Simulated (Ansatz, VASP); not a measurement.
**Two plane-wave programs on Hf4N2O**

File INCAR:

```
  PREC = Accurate
  ENCUT = 600
  EDIFF = 1E-7
  ISMEAR = 0
  SIGMA = 0.1
  LREAL = False
  LASPH = True
  NELM = 80
  ALGO = Normal
  ISIF = 3
  LWAVE = False
  LCHARG = False
  GGA = PE
  IBRION = 2
  NSW = 100
  EDIFFG = -0.01
```

The input KPOINTS:

```
regular mesh
0
Gamma
  12 12 4
```

The input POSCAR:

```
Hf4N2O
1.0
    3.1829152565      0.0000000000      0.0000000000
   -1.5914576283      2.7564854703      0.0000000000
    0.0000000000      0.0000000000     10.7821540192
Hf N O
4 2 1
Direct
    0.6666666667      0.3333333333      0.8631127665
    0.6666666667      0.3333333333      0.3805035487
    0.3333333333      0.6666666667      0.1368872335
    0.3333333333      0.6666666667      0.6194964513
    0.0000000000      0.0000000000      0.7430182437
    0.0000000000      0.0000000000      0.2569817563
    0.0000000000      0.0000000000      0.0000000000
```

Input for Ansatz:

```yaml
crystal:
  lattice:
    - [3.1829152565, 0.0, 0.0]
    - [-1.5914576283, 2.7564854703, 0.0]
    - [0.0, 0.0, 10.7821540192]
  atoms:
    - { symbol: Hf, position: [0.6666666667, 0.3333333333, 0.8631127665] }
    - { symbol: Hf, position: [0.6666666667, 0.3333333333, 0.3805035487] }
    - { symbol: Hf, position: [0.3333333333, 0.6666666667, 0.1368872335] }
    - { symbol: Hf, position: [0.3333333333, 0.6666666667, 0.6194964513] }
    - { symbol: "N", position: [0.0, 0.0, 0.7430182437] }
    - { symbol: "N", position: [0.0, 0.0, 0.2569817563] }
    - { symbol: O, position: [0.0, 0.0, 0.0] }
basis:
  ecutwfc: 420
kpoints:
  mp_grid: { grid: [12, 12, 4] }
hamiltonian:
  xc: pbe
scf:
  occupations: { method: gaussian, width: 0.1 }
output:
  forces: true
  stress: true
  eigenvalues: true
relax:
  adjacent_minimum: "off"
  f_tol: 0.01
  max_steps: 80
  cell: { stress_tol: 0.05 }
```

Alike in both runs: task relaxation of cell and atoms; functional PBE; k mesh 12 × 12 × 4; occupations gaussian, width 0.1 eV; no spin polarisation.

|  | VASP | Ansatz |
| --- | --- | --- |
| version | VASP 6.6.1 | Ansatz 0.2.0 |
| potentials or method | VASP PAW PBE potentials, release 64 (Hf_pv, N, O), cutoff 600 eV | scalar-relativistic, plane waves, PAW |
| valence electrons in the cell | 56 | 120 |

```tsv
	VASP	Ansatz	Ansatz less VASP
gap on the k mesh at the Fermi level, each at its own relaxed structure (eV)	none	none	-
relaxed volume (Å³/atom)	13.38	13.50	+0.118
relaxed length of the cell vector where the two differ most in proportion (Å)	10.764	10.796	+0.0321
```

A gap of «none» marks a metal or a gap that the smearing closes. VASP's potentials hold 56 valence electrons a cell and Ansatz's 120, so a difference there can come from the potentials and not from the codes.

Neither program's run includes spin-orbit coupling.
